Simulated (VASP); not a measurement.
Crystal: Mg.

```
Mg
1.0
     3.20927    0.00000    0.00000
    -1.60464    2.77931    0.00000
     0.00000    0.00000    5.21033
Mg
2
Direct
  0.33333 0.66667 0.25000
  0.66667 0.33333 0.75000
```

```yaml
Program: VASP 6.6.1
Task: relaxation of cell and atoms
Functional: r2SCAN
Potentials_or_basis: VASP PAW PBE potentials, release 64 (Mg)
Cutoff: 600 eV
k_mesh: 11 × 11 × 6
Occupations: fermi-dirac, width 0.1 eV
Spin: no spin polarisation
```

At the start: pressure -1.3 GPa; volume 23.24 Å³/atom.

Task: Where does the relaxation end?

Result: Over 3 steps the energy falls by 3.6 meV/atom and the volume is 22.43 Å³/atom (-3.5 %); space group P6_3/mmc (No. 194, to 0.05 Å).

The path:
```csv
step,energy change (eV),largest force (eV/Å),pressure (GPa),volume (Å³)
1,0.0000,0.0000,-1.35,46.47
2,-0.0068,0.0000,-0.29,45.17
3,-0.0071,0.0000,-0.01,44.86
```

Final structure:
```
Mg
1.0
     3.17223    0.00000    0.00000
    -1.58612    2.74723    0.00000
     0.00000    0.00000    5.14744
Mg
2
Direct
  0.33333 0.66667 0.25000
  0.66667 0.33333 0.75000
```

Caveat: the PAW data sets were made with another functional, which shifts forces and pressure a little.
